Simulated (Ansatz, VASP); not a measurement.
**NiSn3: VASP beside Ansatz**

Contents of INCAR:

```
SYSTEM = NiSn3
ALGO = Fast
EDIFF = 1E-7
EDIFFG = -0.01
ENCUT = 600
GGA = PS
IBRION = 2
ISIF = 3
ISMEAR = 0
LASPH = .True.
LCHARG = .False.
LREAL = .False.
LWAVE = .False.
NELM = 80
NSW = 100
PREC = Accurate
SIGMA = 0.1
```

Contents of KPOINTS:

```
k-points
0
Gamma
  10 10 10
  0 0 0
```

Contents of POSCAR:

```
NiSn3
1.0
    0.0000000000      3.5095023145      3.5095023145
    3.5095023145      0.0000000000      3.5095023145
    3.5095023145      3.5095023145      0.0000000000
Sn Ni
3 1
Direct
    0.2500000000      0.2500000000      0.2500000000
    0.7500000000      0.7500000000      0.7500000000
    0.5000000000      0.5000000000      0.5000000000
    0.0000000000      0.0000000000      0.0000000000
```

Input for Ansatz:

```yaml
crystal:
  lattice:
    - [0.0, 3.5095023439, 3.5095023439]
    - [3.5095023439, 0.0, 3.5095023439]
    - [3.5095023439, 3.5095023439, 0.0]
  atoms:
    - { symbol: Sn, position: [0.25, 0.25, 0.25] }
    - { symbol: Sn, position: [0.75, 0.75, 0.75] }
    - { symbol: Sn, position: [0.5, 0.5, 0.5] }
    - { symbol: Ni, position: [0.0, 0.0, 0.0] }
basis:
  ecutwfc: 420
kpoints:
  mp_grid: { grid: [10, 10, 10] }
hamiltonian:
  xc: pbesol
scf:
  occupations: { method: gaussian, width: 0.1 }
output:
  forces: true
  stress: true
  eigenvalues: true
  write_density: true
  write_potential: true
  elf: true
  volumetric_format: npy
relax:
  adjacent_minimum: "off"
  f_tol: 0.01
  max_steps: 80
  cell: { stress_tol: 0.05 }
```

Alike in both runs: task relaxation of cell and atoms; functional PBEsol; k mesh 10 × 10 × 10; occupations gaussian, width 0.1 eV; no spin polarisation.

|  | VASP | Ansatz |
| --- | --- | --- |
| version | VASP 6.6.1 | Ansatz 0.2.0 |
| potentials or method | VASP PAW PBE potentials, release 64 (Sn_d, Ni), cutoff 600 eV | scalar-relativistic, plane waves, PAW |
| valence electrons in the cell | 52 | 60 |

```tsv
	VASP	Ansatz	Ansatz less VASP
gap on the k mesh at the Fermi level, each at its own relaxed structure (eV)	none	none	-
relaxed volume (Å³/atom)	21.54	21.52	-0.016
relaxed cell length with the largest relative difference (Å)	4.958	4.956	-0.0012
```

VASP's potentials were made for PBE, not for PBEsol. A gap of «none» marks a metal or a gap that the smearing closes. VASP's potentials hold 52 valence electrons a cell and Ansatz's 60, so a difference there can come from the potentials and not from the codes.
